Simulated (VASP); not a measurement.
Set up this calculation in VASP 6.6.1, as the native input.

- Task: density of states
- Functional: PBE
- Potentials or basis: VASP PAW PBE potentials, release 64 (Be)
- Cutoff: 520 eV
- k mesh: 14 × 14 × 14
- Occupations: methfessel-paxton, width 0.1224 eV
- Spin: no spin polarisation
- Dipole correction: no
- k mesh for the DOS: 21 × 21 × 21
- Occupations for the DOS: tetrahedron
- Further INCAR settings: ALGO = Normal; EDIFF = 1e-06

Be:

```
CELL_PARAMETERS angstrom
-1.28283 1.28283 1.28283
1.28283 -1.28283 1.28283
1.28283 1.28283 -1.28283
ATOMIC_POSITIONS crystal
Be 0.00000 0.00000 0.00000
```

These files were run (other wordings do the same):

POSCAR

```
Be
1.0
   -1.2828340000      1.2828340000      1.2828340000
    1.2828340000     -1.2828340000      1.2828340000
    1.2828340000      1.2828340000     -1.2828340000
Be
1
Direct
    0.0000000000      0.0000000000      0.0000000000
```

INCAR.step1

```
PREC     = Accurate       # precision mode
ENCUT    = 520            # plane-wave cutoff, eV
EDIFF    = 1E-6           # SCF threshold, eV
ISMEAR   = 1              # smearing method
SIGMA    = 0.1224         # smearing width, eV
LREAL    = F              # projectors in reciprocal space
LASPH    = T              # aspherical terms in the spheres
NELM     = 60             # most SCF steps
ALGO     = Normal         # electronic algorithm
ISIF     = 2              # what is computed and relaxed
LWAVE    = F              # write WAVECAR
LCHARG   = T              # write CHGCAR
GGA      = PE             # functional
NBANDS   = 7              # bands
```

KPOINTS.step1

```
regular mesh
0
Gamma
  14 14 14
```

INCAR.step2

```
PREC     = Accurate       # precision mode
ENCUT    = 520            # plane-wave cutoff, eV
EDIFF    = 1E-6           # SCF threshold, eV
ISMEAR   = -5             # smearing method
SIGMA    = 0.1224         # smearing width, eV
LREAL    = F              # projectors in reciprocal space
LASPH    = T              # aspherical terms in the spheres
NELM     = 60             # most SCF steps
ALGO     = Normal         # electronic algorithm
ISIF     = 2              # what is computed and relaxed
LWAVE    = F              # write WAVECAR
LCHARG   = F              # write CHGCAR
GGA      = PE             # functional
LORBIT   = 10             # projections on sites
NEDOS    = 2001           # points of the DOS
ICHARG   = 11             # starting density
```

KPOINTS.step2

```
regular mesh
0
Gamma
  21 21 21
```

Potentials or basis: VASP PAW PBE potentials, release 64 (Be).

Run with:

```bash
$ cat potpaw_PBE.64/Be/POTCAR > POTCAR
$ cp INCAR.step1 INCAR
$ cp KPOINTS.step1 KPOINTS
$ mpirun -np 1 vasp_std > vasp.out
$ cp INCAR.step2 INCAR
$ cp KPOINTS.step2 KPOINTS
$ mpirun -np 1 vasp_std > vasp.out
```

Results of the run:

| Property | Result |
| --- | --- |
| Valence electrons inside the program's atomic spheres | Be 1.09 |

It took 39 s on 1 thread of Intel Xeon 8259CL, with other jobs on the host, peak memory 0.12 GiB.
